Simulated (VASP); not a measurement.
Crystal: Ca3Mg.

```
CELL_PARAMETERS angstrom
0.00000 4.15993 4.15993
4.15993 0.00000 4.15993
4.15993 4.15993 0.00000
ATOMIC_POSITIONS crystal
Ca 0.50000 0.50000 0.50000
Ca 0.25000 0.25000 0.25000
Ca 0.75000 0.75000 0.75000
Mg 0.00000 0.00000 0.00000
```

| Property | Result |
| --- | --- |
| Program | VASP 6.6.1 |
| Task | relaxation of cell and atoms |
| Functional | PBEsol |
| Potentials or basis | VASP PAW PBE potentials, release 64 (Ca_sv, Mg) |
| Cutoff | 600 eV |
| k mesh | 5 × 5 × 5 |
| Occupations | gaussian, width 0.1 eV |
| Spin | no spin polarisation |

At the start: pressure -0.7 GPa; volume 35.99 Å³/atom.

Where does the relaxation end?

Over 3 steps the energy falls by 2.7 meV/atom and the volume is 34.72 Å³/atom (-3.5 %); space group Fm-3m (No. 225, to 0.1 Å) before and after.

Step by step:
```
step  energy change (eV)  largest force (eV/Å)  pressure (GPa)  volume (Å³)
   1              0.0000                0.0000           -0.67       143.97
   2             -0.0092                0.0000           -0.28       140.87
   3             -0.0110                0.0000           -0.01       138.89
```

Final structure:
```
CELL_PARAMETERS angstrom
0.00000 4.11040 4.11040
4.11040 0.00000 4.11040
4.11040 4.11040 0.00000
ATOMIC_POSITIONS crystal
Ca 0.50000 0.50000 0.50000
Ca 0.25000 0.25000 0.25000
Ca 0.75000 0.75000 0.75000
Mg 0.00000 0.00000 0.00000
```

Caveat: the PAW data sets were made with another functional, which shifts forces and pressure a little.
